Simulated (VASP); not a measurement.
A run of VASP 6.6.1 is set up as follows.

INCAR

```
PREC = Accurate ; ENCUT = 400
EDIFF = 1E-6 ; ISMEAR = 0
SIGMA = 0.05 ; LREAL = F
LASPH = T ; NELM = 120
ALGO = Normal ; ISIF = 2
LWAVE = F ; LCHARG = F
LDIPOL = T ; IDIPOL = 3
DIPOL = 0.5 0.5 0.388 ; GGA = PE
IVDW = 12 ; NBANDS = 38
GGA_COMPAT = F ; NELMDL = -8
```

Contents of KPOINTS:

```
regular mesh
0
Gamma
  9 9 1
```

The input POSCAR:

```
Sb
1.0
    4.0686848921      0.0000000000      0.0000000000
   -2.0343424461      3.5235844766      0.0000000000
    0.0000000000      0.0000000000     20.8000277116
Sb
4
Direct
    0.3333333333      0.6666666667      0.2956733491
    0.6666666667      0.3333333333      0.2163458656
    0.8888888889      1.4444444444      0.5600967399
    1.2222222222      1.1111111111      0.4807692564
```

Potentials or basis: VASP PAW PBE potentials, release 64 (Sb_d_GW).

The run is started by

```console
$ cat potpaw_PBE.64/Sb_d_GW/POTCAR > POTCAR
$ mpirun -np 1 vasp_std > vasp.out
```

(1) Estimate the dispersion energy per atom.

(2) Predict the band gap on the k mesh.

(3) Estimate the largest force.

Results:

(1) -0.291 eV.

(2) 0.87 eV (least direct gap 1.51 eV).

(3) 0.093 eV/Å.

Caveat: the cell differs from its parent crystal (layers slid over each other); spin-orbit coupling is left out, which moves the levels of the heavy elements.
